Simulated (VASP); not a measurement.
A run of VASP 6.6.1 is set up as follows.

Contents of INCAR:

```
ALGO = Fast ; EDIFF = 1E-6
ENCUT = 520 ; GGA = PS
ISIF = 2 ; ISMEAR = 0
LASPH = T ; LCHARG = F
LREAL = F ; LWAVE = F
NBANDS = 24 ; NELM = 100
PREC = Accurate ; SIGMA = 0.1
```

File KPOINTS:

```
k-points
0
Gamma
  12 12 8
```

POSCAR

```
Al3Cu2
1.0
    4.2215431617      0.0000000000      0.0000000000
   -2.1107715808      3.6559636212      0.0000000000
    0.0000000000      0.0000000000      4.8924230349
Al Cu
3 2
Direct
    0.0000000000      0.0000000000      0.0000000000
    0.3333333333      0.6666666667      0.3523508349
    0.6666666667      0.3333333333      0.6476491651
    0.3333333333      0.6666666667      0.8450332873
    0.6666666667      0.3333333333      0.1549667127
```

Potentials or basis: VASP PAW PBE potentials, release 64 (Al, Cu).

Command:

```bash
$ cat potpaw_PBE.64/Al/POTCAR potpaw_PBE.64/Cu/POTCAR > POTCAR
$ mpirun -np 1 vasp_std > vasp.out
```

(1) What does it give for the pressure?

(2) Estimate the largest force.

Results:

(1) -3.2 GPa.

(2) 0.071 eV/Å.

Caveat: the cell differs from its parent crystal (biaxial strain in the a-b plane: +3.0 %); the PAW data sets were made with another functional, which shifts forces and pressure a little.
